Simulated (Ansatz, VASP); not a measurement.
This is a calculation of ZnO for VASP 6.6.1.

INCAR

```
SYSTEM = ZnO
PREC = Accurate
ENCUT = 520
EDIFF = 1E-6
ISMEAR = -1
SIGMA = 0.05
LREAL = .FALSE.
LASPH = .TRUE.
NELM = 60
ALGO = Normal
ISIF = 2
LWAVE = .FALSE.
LCHARG = .FALSE.
GGA = PE
NBANDS = 26
```

The input KPOINTS:

```
Automatic mesh
0
G
  9 9 4
  0 0 0
```

Contents of POSCAR:

```
ZnO
1.0
    3.2658996001      0.0000000000      0.0000000000
   -1.6329498000      2.8283520199      0.0000000000
    0.0000000000      0.0000000000      7.0825845970
Zn O
2 2
Direct
    0.0000000000      0.0000000000      0.2500000000
    0.0000000000      0.0000000000      0.7500000000
    0.6666666667      0.3333333333      0.7500000000
    0.3333333333      0.6666666667      0.2500000000
```

Potentials or basis: VASP PAW PBE potentials, release 64 (Zn, O).

Command:

```sh
$ cat potpaw_PBE.64/Zn/POTCAR potpaw_PBE.64/O/POTCAR > POTCAR
$ mpirun -np 1 vasp_std > vasp.out
```

Problem. Translate it to Ansatz 0.2.0. Potentials there: all-electron LAPW, scalar-relativistic.

Solution. As run (the cutoff follows the program's own potentials):

The input input.yaml:

```yaml
crystal:
  lattice:
    - [3.2658996001, 0.0, 0.0]
    - [-1.6329498, 2.8283520199, 0.0]
    - [0.0, 0.0, 7.082584597]
  atoms:
    - { symbol: Zn, position: [0.0, 0.0, 0.25] }
    - { symbol: Zn, position: [0.0, 0.0, 0.75] }
    - { symbol: O, position: [0.6666666667, 0.3333333333, 0.75] }
    - { symbol: O, position: [0.3333333333, 0.6666666667, 0.25] }
kpoints:
  mp_grid: { grid: [9, 9, 4] }
scf:
  occupations: { method: fermi_dirac, width: 0.05 }
hamiltonian:
  xc: pbe
  pseudopotentials: { kind: all_electron, lapw: { basis_error: 0.001 } }
output:
  forces: true
  stress: true
  eigenvalues: true
```

Potentials or basis: all-electron LAPW, scalar-relativistic.

Command:

```sh
$ ansatz run input.yaml --threads 2 --pin off --max-ram 6144MiB --backend cpu --events-out ev --progress --plain --runs-dir out
```

Both were run:

|  | VASP | Ansatz | Ansatz less VASP |
| --- | --- | --- | --- |
| gap on the k mesh at the Fermi level (eV) | 0.82 | 0.84 | +0.019 |
| least direct gap on the mesh (eV) | 0.82 | 0.84 | +0.019 |
| pressure (GPa) | 2.0 | 1.1 | -0.87 |
| traceless stress, the component that is largest in VASP (GPa) | -1.72 | -0.83 | +0.896 |

Ansatz ran all-electron here, and VASP with PAW potentials.
